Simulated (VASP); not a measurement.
The system is Ta.

```
Ta
1.0
     4.55889    0.00000    0.00000
    -2.27945    3.94812    0.00000
     0.00000    0.00000    4.78984
Ta
4
Direct
  0.00000 0.00000 0.25000
  0.00000 0.00000 0.75000
  0.33333 0.66667 0.75000
  0.66667 0.33333 0.25000
```

Base run:

```yaml
Program: VASP 6.6.1
Functional: PBEsol
Potentials_or_basis: VASP PAW PBE potentials, release 64 (Ta_sv_GW)
Cutoff: 500 eV
k_mesh: 6 × 6 × 4
Occupations: gaussian, width 0.1 eV
Spin: no spin polarisation
```

Its results: band gap on the k mesh zero (band 26 reaches 8.64 eV, above the bottom of band 27 at 8.06 eV); pressure -0.7 GPa.

The run is repeated on the same cell with these changes: potentials or basis from VASP PAW PBE potentials, release 64 (Ta_sv_GW) to VASP PAW PBE potentials, release 64 (Ta_pv); cutoff from 500 eV to 520 eV; further incar settings from ALGO = Normal; EDIFF = 1e-06; NBANDS = 34 to ALGO = Fast; EDIFF = 1e-06; NBANDS = 30; valence electrons from 52 to 44. What comes out?

Band gap on the k mesh zero (band 22 reaches 4.43 eV, above the bottom of band 23 at 3.86 eV); pressure 0.4 GPa.

Caveats: the PAW data sets were made with another functional, which shifts forces and pressure a little; spin-orbit coupling is left out, which moves the levels of the heavy elements.
